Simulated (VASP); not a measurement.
Here is a VASP 6.6.1 calculation.

Contents of POSCAR:

```
ZrH2F3
1.0
    2.6126847400      4.4475038500      0.0041980300
    2.7345578500     -4.5204973500     -0.0065699000
    2.0504060100     -0.0339247800     -4.9436005100
H F Zr
4 6 2
Direct
    0.7356760000      0.2568180000      0.7533360000
    0.2676940000      0.7304800000      0.2566220000
    0.4406660000      0.5678940000      0.7494810000
    0.5702380000      0.4194290000      0.2745340000
    0.5139040000      0.0006700000      0.5044650000
    0.9866000000      0.4987980000      0.0028530000
    0.8678170000      0.7000310000      0.5256190000
    0.3476400000      0.1232070000      0.9626260000
    0.1579850000      0.3076830000      0.4943360000
    0.6755030000      0.8384340000      0.0252780000
    0.0560730000      0.8829680000      0.7651000000
    0.9095730000      0.0602420000      0.2613750000
```

Contents of INCAR.step1:

```
SYSTEM = ZrH2F3
ALGO = Normal ; EDIFF = 1E-4
ENCUT = 520 ; GGA = PE
ISMEAR = -1 ; LASPH = .TRUE.
LCHARG = .FALSE. ; LREAL = .FALSE.
LWAVE = .TRUE. ; NBANDS = 47
NELECT = 72.0 ; NELM = 100
PREC = Accurate ; SIGMA = 0.0608
```

File INCAR.step2:

```
SYSTEM = ZrH2F3
ALGO = Normal ; EDIFF = 1E-7
ENCUT = 520 ; ISIF = 2
ISMEAR = -1 ; ISTART = 1
LASPH = .TRUE. ; LCHARG = .TRUE.
LELF = .TRUE. ; LMIXTAU = .TRUE.
LREAL = .FALSE. ; LVHAR = .TRUE.
LWAVE = .FALSE. ; METAGGA = R2SCAN
NBANDS = 47 ; NELECT = 72.0
NELM = 100 ; PREC = Accurate
SIGMA = 0.0608
```

The input KPOINTS:

```
Automatic mesh
0
Gamma
  4 4 4
  0.5 0.5 0.5
```

Potentials or basis: VASP PAW PBE potentials, release 64 (H, F, Zr_sv).

The run is started by

```sh
$ cat potpaw_PBE.64/H/POTCAR potpaw_PBE.64/F/POTCAR potpaw_PBE.64/Zr_sv/POTCAR > POTCAR
$ cp INCAR.step1 INCAR
$ mpirun -np 1 vasp_std > vasp.out
$ cp INCAR.step2 INCAR
$ mpirun -np 1 vasp_std > vasp.out
```

Problem. Estimate the largest force.

Solution. 4.537 eV/Å.

Forces on the atoms (eV/Å):
```
H    0.334  0.555  0.212
H   -0.179 -0.537 -0.228
H   -0.157 -0.376 -0.744
H    0.102  0.224  0.184
F   -0.455 -0.675 -0.558
F   -0.603  0.773 -0.439
F   -2.324  1.498  2.106
F   -1.127 -0.228 -0.473
F   -1.319  0.220 -1.189
F   -0.120 -0.810  0.855
Zr   4.023 -0.017 -2.099
Zr   1.826 -0.627  2.373
```

Caveat: the k points lie up to 0.37 Å⁻¹ apart; the cell carries a net charge on a neutralising background, which shifts energy and pressure; the PAW data sets were made with another functional, which shifts forces and pressure a little.
